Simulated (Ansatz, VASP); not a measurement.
**One calculation of TiO2, two programs**

The input INCAR:

```
SYSTEM = TiO2
PREC = Accurate ; ENCUT = 520
EDIFF = 1E-6 ; ISMEAR = -1
SIGMA = 0.08 ; LREAL = .FALSE.
LASPH = .TRUE. ; NELM = 100
ALGO = Normal ; ISIF = 2
LWAVE = .FALSE. ; LCHARG = .FALSE.
GGA = PE ; NBANDS = 33
KPAR = 4
```

File KPOINTS:

```
regular mesh
0
G
  13 13 13
  0 0 0
```

POSCAR

```
TiO2
1.0
   -1.8592525000      1.9068225000      4.7570000000
    1.9068225000     -1.8592525000      4.7570000000
    1.8781775000      1.8781775000     -4.7380750000
Ti O
2 4
Direct
    0.0000000000      0.0000000000      0.0000000000
    0.7500000000      0.2500000000      0.5000000000
    0.2066000000      0.2066000000      0.0000000000
    0.9566000000      0.4566000000      0.5000000000
    0.5434000000      0.0434000000      0.5000000000
    0.7934000000      0.7934000000      0.0000000000
```

Input for Ansatz:

```yaml
crystal:
  lattice:
    - [-1.8592525, 1.9068225, 4.757]
    - [1.9068225, -1.8592525, 4.757]
    - [1.8781775, 1.8781775, -4.738075]
  atoms:
    - { symbol: Ti, position: [0.0, 0.0, 0.0] }
    - { symbol: Ti, position: [0.75, 0.25, 0.5] }
    - { symbol: O, position: [0.2066, 0.2066, 0.0] }
    - { symbol: O, position: [0.9566, 0.4566, 0.5] }
    - { symbol: O, position: [0.5434, 0.0434, 0.5] }
    - { symbol: O, position: [0.7934, 0.7934, 0.0] }
kpoints:
  mp_grid: { grid: [13, 13, 13] }
  band_path:
    path:
      - [0.0, 0.0, 0.0]
      - [0.5, 0.5, -0.5]
      - [0.916727723, 0.083272277, -0.5]
      - [0.083272277, -0.083272277, -0.5]
      - [0.0, 0.0, -0.5]
      - [0.0, 0.0, 0.0]
      - [0.5, -0.5, 0.0]
      - [0.5, 0.0, -0.5]
      - [0.0, 0.0, 0.0]
    npoints: 5
scf:
  occupations: { method: fermi_dirac, width: 0.08 }
hamiltonian:
  xc: pbe
  pseudopotentials: { kind: all_electron, lapw: { basis_error: 0.001 } }
output:
  forces: true
  stress: true
  eigenvalues: true
```

Change from the starting cell: equal xy, yz and zx shear strains of +1 %.

Alike in both runs: task single point; functional PBE; k mesh 13 × 13 × 13; occupations fermi-dirac, width 0.08 eV; no spin polarisation.

```csv
,VASP,Ansatz
version,VASP 6.6.1,Ansatz 0.2.0
potentials or method,"VASP PAW PBE potentials, release 64 (Ti_sv, O), cutoff 520 eV","all-electron LAPW, scalar-relativistic"
```

Ansatz gave:

| Property | Result |
| --- | --- |
| pressure (GPa) | 6.0 |
| traceless stress, the component that is largest in VASP (GPa) | 2.69 |
| rms of the force components (eV/Å) | 0.166 |

**Question.** Estimate VASP's values.

**Answer.** Pressure (GPa): 6.7; traceless stress, the component that is largest in VASP (GPa): 2.80; rms of the force components (eV/Å): 0.175.

Atom by atom the forces differ by 0.011 eV/Å (rms over components). Ansatz ran all-electron here, and VASP with PAW potentials.
